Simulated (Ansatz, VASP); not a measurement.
One calculation of TiSi2, two programs

```
Ti Si
1.0
     1.75852   -6.67412    0.00000
     1.75852    6.67412    0.00000
     0.00000    0.00000    3.55562
Ti Si
2 4
Direct
  0.89754 0.10250 0.74996
  0.10247 0.89748 0.25004
  0.55997 0.43996 0.75003
  0.44000 0.56006 0.24998
  0.24970 0.75034 0.74999
  0.75032 0.24965 0.24999
```

Change from the starting cell: atom 3 moved 0.30 Å; relaxed back.

Alike in both runs: functional PBEsol; k mesh 10 × 10 × 10; occupations gaussian, width 0.15 eV; no spin polarisation.

Ansatz relaxed the structure, and its values are those at the end. VASP's run is a single point on that final structure, the one shown.

|  | VASP | Ansatz |
| --- | --- | --- |
| version | VASP 6.6.1 | Ansatz 0.2.0 |
| potentials or method | VASP PAW PBE potentials, release 64 (Ti_sv, Si), cutoff 500 eV | scalar-relativistic, plane waves, PAW |
| valence electrons in the cell | 40 | 40 |

Ansatz gave:

| Quantity | Value |
| --- | --- |
| gap on the k mesh at the Fermi level (eV) | none |
| pressure (GPa) | 0.0 |

Task: Which values does VASP return?

Result: gap on the k mesh at the Fermi level (eV): none; pressure (GPa): 0.1.

VASP's potentials were made for PBE, not for PBEsol. A gap of «none» marks a metal or a gap that the smearing closes. Ansatz's warnings: stress scf threshold loose.
